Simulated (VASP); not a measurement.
Input of a VASP 6.6.1 run:

INCAR

```
ALGO = Normal
EDIFF = 1E-6
ENCUT = 520
GGA = PE
ISIF = 2
ISMEAR = -1
IVDW = 12
LASPH = T
LCHARG = T
LELF = T
LREAL = F
LVHAR = T
LWAVE = F
NBANDS = 12
NELM = 60
PREC = Accurate
SIGMA = 0.15
```

The input KPOINTS:

```
k-points
0
Gamma
  15 15 15
```

POSCAR

```
As
1.0
    1.8900837830      1.0912403809      3.3763798233
   -1.8900837830      1.0912403809      3.3763798233
    0.0000000000     -2.1824807619      3.3763798233
As
2
Direct
    0.7696524161      0.7696524161      0.7696524161
    0.2303475839      0.2303475839      0.2303475839
```

Potentials or basis: VASP PAW PBE potentials, release 64 (As).

The run is started by

```sh
$ cat potpaw_PBE.64/As/POTCAR > POTCAR
$ mpirun -np 1 vasp_std > vasp.out
```

Problem. Predict the pressure.

Solution. 0.3 GPa.

Problem. Estimate the largest force.

Solution. 0.048 eV/Å.

Forces on the atoms (eV/Å):
```
As   0.000  0.000 -0.048
As   0.000  0.000  0.048
```
